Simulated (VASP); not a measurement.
AlN: single point with r2SCAN

**Experimental background.**

“Structural and optical properties of self-assembled AlN nanowires grown on SiO2/Si substrates by molecular beam epitaxy”, 2024, arxiv:2402.00216 quotes, for a bulk crystal of AlN at 0 K: band gap 6.0343 eV (an exciton energy, a little under the gap).

The system is AlN.

```xyz
4
Lattice="3.1110 0.0000 0.0000 -1.5555 2.6942 0.0000 0.0000 0.0000 4.9780" Properties=species:S:1:pos:R:3 pbc="T T T"
Al    0.0000    1.7961    0.0000
Al    1.5555    0.8981    2.4890
N     0.0000    1.7961    1.9165
N     1.5555    0.8981    4.4055
```

| Item | Value |
| --- | --- |
| Program | VASP 6.6.1 |
| Task | single point |
| Functional | r2SCAN |
| Potentials or basis | VASP PAW PBE potentials, release 64 (Al, N) |
| Cutoff | 520 eV |
| k mesh | 12 × 12 × 6 |
| Occupations | gaussian, width 0.05 eV |
| Spin | no spin polarisation |

* Pressure: -1.0 GPa
* Largest force: 0.196 eV/Å
* Band gap on the k mesh: 4.84 eV, direct

Forces on the atoms (eV/Å):
```
Al   0.000  0.000  0.196
Al   0.000  0.000  0.196
N    0.000  0.000 -0.196
N    0.000  0.000 -0.196
```

Stress tensor (GPa, compression positive):
```
-0.49  0.00  0.00
 0.00 -0.49  0.00
 0.00  0.00 -2.03
```

Levels at points of the mesh, in eV from the valence-band top:
| k point | band 5 | band 6 | band 7 | band 8 | band 9 | band 10 | band 11 | band 12 |
| --- | --- | --- | --- | --- | --- | --- | --- | --- |
| (0.00, 0.00, 0.00) | -0.98 | -0.31 | -0.31 | 0.00 | 4.84 | 7.45 | 11.58 | 11.94 |
| (0.50, 0.00, 0.00) | -3.42 | -2.22 | -1.79 | -0.79 | 6.42 | 6.50 | 8.96 | 11.17 |
| (0.00, 0.00, 0.50) | -0.65 | -0.65 | -0.65 | -0.65 | 7.19 | 7.19 | 11.24 | 11.24 |
| (0.50, 0.00, 0.50) | -1.58 | -1.58 | -1.42 | -1.42 | 5.95 | 5.95 | 10.05 | 10.05 |

Wall time 88 s on 1 thread of Intel(R) Xeon(R) Platinum 8375C CPU @ 2.90GHz (Ice Lake), on a shared host, peak memory 0.18 GiB.

Against the measured gap of AlN, 6.0343 eV (an exciton energy, a little under the gap; 0 K; quoted in “Structural and optical properties of self-assembled AlN nanowires grown on SiO2/Si substrates by molecular beam epitaxy”, 2024, arxiv:2402.00216), the calculated 4.84 eV is off by -1.20 eV. 2 values of this kind are on record (6.034 to 6.0343 eV); this one was drawn at random. The value is that of r2SCAN on a finite k mesh, which can miss the band edges, without temperature or zero-point motion.

Caveat: the PAW data sets were made with another functional, which shifts forces and pressure a little.
